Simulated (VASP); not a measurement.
Sr4I3: single point with PBE

Sr4I3:

```
Sr I
1.0
     5.91153    0.00000    0.00000
     0.00000    5.91153    0.00000
     0.00000    0.00000    8.35692
Sr I
4 3
Direct
  0.50000 0.00000 0.74053
  0.00000 0.50000 0.74053
  0.50000 0.00000 0.25947
  0.00000 0.50000 0.25947
  0.00000 0.00000 0.00000
  0.50000 0.50000 0.00000
  0.00000 0.00000 0.50000
```

This cell differs from its parent crystal: atoms taken out.

```json
{
 "Program": "VASP 6.6.1",
 "Task": "single point",
 "Functional": "PBE",
 "Potentials or basis": "VASP PAW PBE potentials, release 64 (Sr_sv, I)",
 "Cutoff": "520 eV",
 "k mesh": "6 × 6 × 6",
 "Occupations": "gaussian, width 0.1 eV",
 "Spin": "no spin polarisation"
}
```

```yaml
Pressure: 0.0 GPa
Largest_force: 0.007 eV/Å
Band_gap_on_the_k_mesh: zero (an odd number of electrons rules out a gap without spin polarisation)
```

Forces on the atoms (eV/Å):
```
Sr   0.000  0.000  0.007
Sr   0.000  0.000  0.007
Sr   0.000  0.000 -0.007
Sr   0.000  0.000 -0.007
I    0.000  0.000  0.000
I    0.000  0.000  0.000
I    0.000  0.000  0.000
```

Levels at points of the mesh, in eV from the Fermi level:
| k point | band 29 | band 30 | band 31 | band 32 | band 33 | band 34 |
| --- | --- | --- | --- | --- | --- | --- |
| (0.00, 0.00, 0.00) | -1.97 | -0.85 | -0.34 | -0.27 | 0.28 | 0.59 |
| (0.50, 0.00, 0.00) | -0.50 | -0.33 | 0.17 | 0.39 | 0.48 | 0.51 |
| (0.50, 0.50, 0.00) | -0.84 | -0.84 | -0.74 | 0.59 | 0.59 | 0.88 |
| (0.00, 0.00, 0.50) | -1.01 | -0.58 | -0.16 | 0.01 | 0.16 | 0.24 |
| (0.50, 0.00, 0.50) | -0.28 | 0.08 | 0.09 | 0.45 | 1.05 | 1.17 |
| (0.50, 0.50, 0.50) | -0.60 | -0.18 | -0.18 | 0.21 | 0.21 | 1.14 |

Wall time 14 min on 1 thread of Intel Xeon 8259CL, on a shared host, peak memory 0.64 GiB.

Caveat: the cell differs from its parent crystal (atoms taken out); spin-orbit coupling is left out, which moves the levels of the heavy elements; an odd number of electrons without spin polarisation forces a metal; a magnetic or distorted state may lie lower.
